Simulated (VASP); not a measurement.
Wanted: the native input for a VASP 6.6.1 run.

```yaml
Task: single point
Functional: PBE
Potentials_or_basis: VASP PAW PBE potentials, release 64 (Ta_pv, N)
Cutoff: 520 eV
k_mesh: 12 × 12 × 10
Occupations: tetrahedron
Spin: no spin polarisation
Dipole_correction: no
Further_INCAR_settings: ALGO = Normal; EDIFF = 1e-06; NBANDS = 15
```

The structure of TaN lies in POSCAR:

```
TaN
1.0
    2.9379988584      0.0000000000      0.0000000000
   -1.4689994292      2.5443816477      0.0000000000
    0.0000000000      0.0000000000      2.8830000000
Ta N
1 1
Direct
    0.3333333333      0.6666666667      0.5000000000
    0.0000000000      0.0000000000      0.0000000000
```

The input as run:

INCAR

```
PREC = Accurate ; ENCUT = 520
EDIFF = 1E-6 ; ISMEAR = -5
SIGMA = 0.1 ; LREAL = F
LASPH = T ; NELM = 80
ALGO = Normal ; ISIF = 2
LWAVE = F ; LCHARG = T
GGA = PE ; LELF = T
LVHAR = T ; NBANDS = 15
```

KPOINTS

```
regular mesh
0
Gamma
  12 12 10
```

Potentials or basis: VASP PAW PBE potentials, release 64 (Ta_pv, N).

Launch:

```console
$ cat potpaw_PBE.64/Ta_pv/POTCAR potpaw_PBE.64/N/POTCAR > POTCAR
$ mpirun -np 1 vasp_std > vasp.out
```

Results of the run:

```yaml
Pressure: 5.4 GPa
Band_gap_on_the_k_mesh: zero (band 8 reaches 8.67 eV, above the bottom of band 9 at 8.17 eV)
```

Caveat: spin-orbit coupling is left out, which moves the levels of the heavy elements; tetrahedron occupations give inexact forces and stress in metals.

Run time: 16 s on 1 thread of Intel(R) Xeon(R) Platinum 8375C CPU @ 2.90GHz (Ice Lake), on a shared host, peak memory 0.17 GiB.
